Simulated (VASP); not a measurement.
# LiF (P6_3/mmc) in VASP: notebook

LiF is run at these levels: PBEsol, LDA, PBE; tasks: relaxation of cell and atoms.

Program: VASP 6.6.1. These are calculated values, not measurements. Logs are shortened: lines on timing, memory, paths and dates and some standing lists are left out, and cuts for length are marked.

### Step 1. The cell of the first run

Symmetry: P6_3/mmc, No. 194, hexagonal system. The conventional cell has a = 3.329 Å, b = 3.329 Å, c = 4.096 Å, α = 90.00°, β = 90.00°, γ = 120.00°. Within 2.5 Å of Li (site symmetry -6m2) lie 5 F at 1.92 to 2.05 Å. Within 2.5 Å of F (site symmetry -6m2) lie 5 Li at 1.92 to 2.05 Å.

### Step 2. Relaxation of cell and atoms, PBEsol

Contents of INCAR:

```
SYSTEM = LiF
PREC = Accurate
ENCUT = 600
EDIFF = 1E-6
ISMEAR = -1
SIGMA = 0.02
LREAL = .FALSE.
LASPH = .TRUE.
NELM = 80
ALGO = Normal
ISIF = 3
LWAVE = .FALSE.
LCHARG = .FALSE.
GGA = PS
IBRION = 2
NSW = 80
EDIFFG = -0.005
```

Contents of KPOINTS:

```
Automatic mesh
0
G
  12 12 6
  0 0 0
```

Contents of POSCAR:

```
LiF
1.0
    3.3292640346      0.0000000000      0.0000000000
   -1.6646320173      2.8832272299      0.0000000000
    0.0000000000      0.0000000000      4.0957566023
Li F
2 2
Direct
    0.3333333333      0.6666666667      0.2500000000
    0.6666666667      0.3333333333      0.7500000000
    0.6666666667      0.3333333333      0.2500000000
    0.3333333333      0.6666666667      0.7500000000
```

Potentials or basis: VASP PAW PBE potentials, release 64 (Li_sv, F).

Started as:

```
cat potpaw_PBE.64/Li_sv/POTCAR potpaw_PBE.64/F/POTCAR > POTCAR
mpirun -np 1 vasp_std > vasp.out
```

OUTCAR:

```text
SYSTEM = LiF
   PREC = Accurate
   ENCUT = 600
   EDIFF = 1E-6
   ISMEAR = -1
   LREAL = .FALSE.
   LASPH = .TRUE.
   NELM = 80
   ISIF = 3
   GGA = PS
   IBRION = 2
   NSW = 80
   EDIFFG = -0.005

 ion  position               nearest neighbor table
   1  0.333  0.667  0.250-   3 1.92   3 1.92   3 1.92   4 2.05   4 2.05
   2  0.667  0.333  0.750-   4 1.92   4 1.92   4 1.92   3 2.05   3 2.05
   3  0.667  0.333  0.250-   1 1.92   1 1.92   1 1.92   2 2.05   2 2.05
   4  0.333  0.667  0.750-   2 1.92   2 1.92   2 1.92   1 2.05   1 2.05

  LATTYP: Found a hexagonal cell.
 ALAT       =     3.3292640346
 C/A-ratio  =     1.2302288313

  Lattice vectors:

 A1 = (   3.3292640346,   0.0000000000,   0.0000000000)
 A2 = (  -1.6646320173,   2.8832272299,   0.0000000000)
 A3 = (   0.0000000000,   0.0000000000,   4.0957566023)

Analysis of symmetry for initial positions (statically):
=====================================================================
 Subroutine PRICEL returns:
 Original cell was already a primitive cell.

 Routine SETGRP: Setting up the symmetry group for a
 hexagonal supercell.

 Subroutine GETGRP returns: Found 24 space group operations
 (whereof 12 operations were pure point group operations)
 out of a pool of 24 trial point group operations.

The static configuration has the point symmetry D_3d.
 The point group associated with its full space group is D_6h.

Analysis of symmetry for dynamics (positions and initial velocities):
=====================================================================
 Subroutine PRICEL returns:
 Original cell was already a primitive cell.

 Routine SETGRP: Setting up the symmetry group for a
 hexagonal supercell.

 Subroutine GETGRP returns: Found 24 space group operations
 (whereof 12 operations were pure point group operations)
 out of a pool of 24 trial point group operations.

The dynamic configuration has the point symmetry D_3d.
 The point group associated with its full space group is D_6h.

 Subroutine INISYM returns: Found 24 space group operations
 (whereof 12 operations are pure point group operations),
 and found     1 'primitive' translations

----------------------------------------------------------------------------------------

                                     Primitive cell

  volume of cell :      39.3153

  direct lattice vectors                    reciprocal lattice vectors
     3.329264035  0.000000000  0.000000000     0.300366685  0.173416786  0.000000000
    -1.664632017  2.883227230  0.000000000     0.000000000  0.346833572  0.000000000
     0.000000000  0.000000000  4.095756602     0.000000000  0.000000000  0.244155133

  length of vectors
     3.329264035  3.329264035  4.095756602     0.346833572  0.346833572  0.244155133

  position of ions in fractional coordinates (direct lattice)
     0.333333333  0.666666667  0.250000000
     0.666666667  0.333333333  0.750000000
     0.666666667  0.333333333  0.250000000
     0.333333333  0.666666667  0.750000000

  ion indices of the primitive-cell ions
   primitive index   ion index
                 1           1
                 2           2
                 3           3
                 4           4

----------------------------------------------------------------------------------------

 KPOINTS: Automatic mesh

Automatic generation of k-mesh.
 Grid dimensions read from file:
 generate k-points for:   12   12    6

 Generating k-lattice:

  Cartesian coordinates                     Fractional coordinates (reciprocal lattice)
     0.025030557  0.014451399  0.000000000     0.083333333  0.000000000  0.000000000
     0.000000000  0.028902798  0.000000000     0.000000000  0.083333333  0.000000000
     0.000000000  0.000000000  0.040692522     0.000000000  0.000000000  0.166666667

  Length of vectors
     0.028902798  0.028902798  0.040692522

  Shift w.r.t. Gamma in fractional coordinates (k-lattice)
     0.000000000  0.000000000  0.000000000

 Subroutine IBZKPT returns following result:
 ===========================================

 Found     76 irreducible k-points:

 Following reciprocal coordinates:
            Coordinates               Weight
  0.000000  0.000000  0.000000      1.000000
  0.083333 -0.000000  0.000000      6.000000
  0.166667  0.000000  0.000000      6.000000
  0.250000  0.000000  0.000000      6.000000
  0.333333 -0.000000  0.000000      6.000000
  0.416667 -0.000000  0.000000      6.000000
[... 16 lines left out ...]
  0.250000  0.000000  0.166667     12.000000
  0.333333 -0.000000  0.166667     12.000000
 [... further k-points ...]
   k-points           NKPTS =     76   k-points in BZ     NKDIM =     76   number of bands    NBANDS=     14
   number of dos      NEDOS =    301   number of ions     NIONS =      4
   total plane-waves  NPLWV =  28224
   dimension x,y,z NGX =    28 NGY =   28 NGZ =   36
   dimension x,y,z NGXF=    56 NGYF=   56 NGZF=   72
   ions per type =               2   2
   NGX,Y,Z   is equivalent  to a cutoff of  13.98, 13.98, 14.61 a.u.
   NGXF,Y,Z  is equivalent  to a cutoff of  27.96, 27.96, 29.22 a.u.
 SYSTEM =  LiF
   PREC   = accura    normal or accurate (medium, high low for compatibility)
   ISTART =      0    job   : 0-new  1-cont  2-samecut
   ICHARG =      2    charge: 1-file 2-atom 10-const
   ISPIN  =      1    spin polarized calculation?
   LNONCOLLINEAR =      F non collinear calculations
   LSORBIT =      F    spin-orbit coupling
   LASPH  =      T    aspherical Exc in radial PAW
   ENCUT  =  600.0 eV  44.10 Ry    6.64 a.u.   6.65  6.65  8.18*2*pi/ulx,y,z
   NELM   =     80;   NELMIN=  2; NELMDL= -5     # of ELM steps
   EDIFF  = 0.1E-05   stopping-criterion for ELM
   LREAL  =      F    real-space projection
   EDIFFG = -.5E-02   stopping-criterion for IOM
   NSW    =     80    number of steps for IOM
   IBRION =      2    ionic relax: 0-MD 1-quasi-New 2-CG
   NFREE  =      1    steps in history (QN), initial steepest desc. (CG)
   ISIF   =      3    stress and relaxation
   ISYM   =      2    0-nonsym 1-usesym 2-fastsym
   POTIM  = 0.5000    time-step for ionic-motion
   TEBEG  =    0.0;   TEEND  =   0.0 temperature during run
   PSTRESS=    0.0 pullay stress
   NELECT =      20.0000    total number of electrons
   NUPDOWN=      -1.0000    fix difference up-down
   EMIN   =  10.00;   EMAX   =-10.00  energy-range for DOS
   EFERMI =   0.00;   METHOD = LEGACY
   ISMEAR =    -1;   SIGMA  =   0.02  broadening in eV -4-tet -1-fermi 0-gaus
   EFERMI_NEDOS =   21; number of points for ismear=-14 and -15
   IALGO  =     38    algorithm
   IMIX   =      4    mixing-type and parameters
     AMIX     =   0.40;   BMIX     =  1.00
     AMIX_MAG =   1.60;   BMIX_MAG =  1.00
  volume/ion in A,a.u.               =       9.83        66.33
  Fermi-wavevector in a.u.,A,eV,Ry     =   1.306866  2.469619 23.237375  1.707899
  Thomas-Fermi vector in A             =   2.437639
   LORBIT       =      0    0 simple, 1 ext, 2 COOP (PROOUT), +10 PAW based schemes
   GGA     = PS    functional components
   LHFCALC =     F    Hartree Fock is set to
   AEXX    =    0.0000 exact exchange contribution
   IVDW    =     0    specifies the selected vdW correction
   LEPSILON=     F    determine dielectric tensor
   LRPA    =     F    only Hartree local field effects (RPA)
 conjugate gradient relaxation of ions
 non-spin polarized calculation
  energy-cutoff  :      600.00
  volume of cell :       39.32
 maximum number of plane-waves:      1337
 NGX is ok and might be reduce to    28
   NGX = 13   NGY = 13   NGZ = 17

--------------------------------------- Ionic step        1  -------------------------------------------

 number of electron      20.0000010 magnetization

 Free energy of the ion-electron system (eV)
  ---------------------------------------------------
  ext. energy  EPLUGINS =         0.00000000
  ---------------------------------------------------
  free energy    TOTEN  =       -19.63064858 eV

  energy without entropy =      -19.63064858  energy(sigma->0) =      -19.63064858

------------------------ aborting loop because EDIFF is reached ----------------------------------------

  FORCE on cell =-STRESS in cart. coord.  units (eV):
  Direction    XX          YY          ZZ          XY          YZ          ZX
  --------------------------------------------------------------------------------------
  -------------------------------------------------------------------------------------
  Total       -0.5536837     -0.5536837     -0.7459119     -0.0000000     -0.0000000      0.0000000
  in kB      -22.5637381    -22.5637381    -30.3974284     -0.0000000     -0.0000000      0.0000000
  external PRESSURE =     -25.1749682 kB  Pullay stress =       0.0000000 kB
[... 213 lines left out ...]
  energy  without entropy=      -19.6458242739  energy(sigma->0) =      -19.64582427

--------------------------------------- Ionic step        7  -------------------------------------------

 number of electron      19.9999993 magnetization

 Free energy of the ion-electron system (eV)
  ---------------------------------------------------
  ext. energy  EPLUGINS =         0.00000000
  ---------------------------------------------------
  free energy    TOTEN  =       -19.64600719 eV

  energy without entropy =      -19.64600719  energy(sigma->0) =      -19.64600719

 E-fermi :  -1.4715     XC(G=0):  -9.3157

 val. band max:       -1.9047240120   @ k =   0.0000   0.0000   0.0000
 cond. band min:       5.7118662614   @ k =   0.0000   0.0000   0.0000
 fundamental gap:      7.6165902734
 Fermi energy:        -1.4714533779

 k-point     1 :       0.0000    0.0000    0.0000
  band No.  band energies     occupation
      1     -42.0492      2.00000
      2     -41.9615      2.00000
      3     -21.6818      2.00000
      4     -21.0097      2.00000
      5      -4.8132      2.00000
      6      -3.1795      2.00000
      7      -3.1795      2.00000
      8      -2.3722      2.00000
      9      -2.3722      2.00000
     10      -1.9047      2.00000
     11       5.7119      0.00000
     12      12.7054      0.00000
     13      14.3613      0.00000
     14      14.5699      0.00000
[... 375 lines left out ...]
 k-point    24 :       0.3333   -0.0000    0.1667
  band No.  band energies     occupation
      1     -42.0163      2.00000
      2     -41.9726      2.00000
      3     -21.5179      2.00000
      4     -21.1887      2.00000
      5      -4.2160      2.00000
      6      -3.5933      2.00000
      7      -3.5486      2.00000
      8      -3.0671      2.00000
      9      -2.4416      2.00000
     10      -2.2485      2.00000
     11       7.5549      0.00000
     12      11.1484      0.00000
     13      13.4799      0.00000
     14      15.2755      0.00000

 [... further k-points ...]

------------------------ aborting loop because EDIFF is reached ----------------------------------------

  FORCE on cell =-STRESS in cart. coord.  units (eV):
  Direction    XX          YY          ZZ          XY          YZ          ZX
  --------------------------------------------------------------------------------------
  -------------------------------------------------------------------------------------
  Total        0.0152105      0.0152105      0.0149086      0.0000000      0.0000000      0.0000000
  in kB        0.6498209      0.6498209      0.6369235      0.0000000      0.0000000      0.0000000
  external PRESSURE =       0.6455217 kB  Pullay stress =       0.0000000 kB
[... 19 lines left out ...]
  FREE ENERGIE OF THE ION-ELECTRON SYSTEM (eV)
  ---------------------------------------------------
  free  energy   TOTEN  =       -19.6460071945 eV

  energy  without entropy=      -19.6460071945  energy(sigma->0) =      -19.64600719

 reached required accuracy - stopping structural energy minimisation
```

Wall time 4.4 min (1 thread of Intel Xeon 8259CL, shared host); peak memory 0.19 GiB.

What came out:

* Free energy: -19.6460 eV
* Relaxed volume: 9.38 Å³/atom
* Relaxed cell: a = 3.291 Å, b = 3.291 Å, c = 3.998 Å, α = 90.00°, β = 90.00°, γ = 120.00°
* Space group after relaxing (to 0.1 Å): P6_3/mmc (No. 194)
* Energy gained by relaxing: 3.8 meV/atom
* Ionic steps: 7
* Pressure after relaxing: 0.1 GPa
* Band gap on the k mesh: 7.62 eV

Step by step:
```
step  energy change (eV)  largest force (eV/Å)  pressure (GPa)  volume (Å³)
   1              0.0000                0.0000           -2.52        39.32
   2             -0.0109                0.0000           -1.35        38.44
   3             -0.0150                0.0000           -0.08        37.60
   4             -0.0150                0.0000            0.03        37.52
   5             -0.0150                0.0000            0.08        37.48
   6             -0.0152                0.0000            0.08        37.49
   7             -0.0154                0.0000            0.06        37.50
```

Final structure:
```xyz
4
Lattice="3.2912 0.0000 0.0000 -1.6456 2.8502 0.0000 0.0000 0.0000 3.9979" Properties=species:S:1:pos:R:3 pbc="T T T"
Li    0.0000    1.9002    0.9995
Li    1.6456    0.9501    2.9984
F     1.6456    0.9501    0.9995
F     0.0000    1.9002    2.9984
```

Caveat: the cutoff is under 1.25 times the usual one of these potentials, so pressure, stress and relaxed cells hold a basis-set (Pulay) error; the PAW data sets were made with another functional, which shifts forces and pressure a little. A k mesh can miss the band edges.

(Continued in part 2 of 2.)
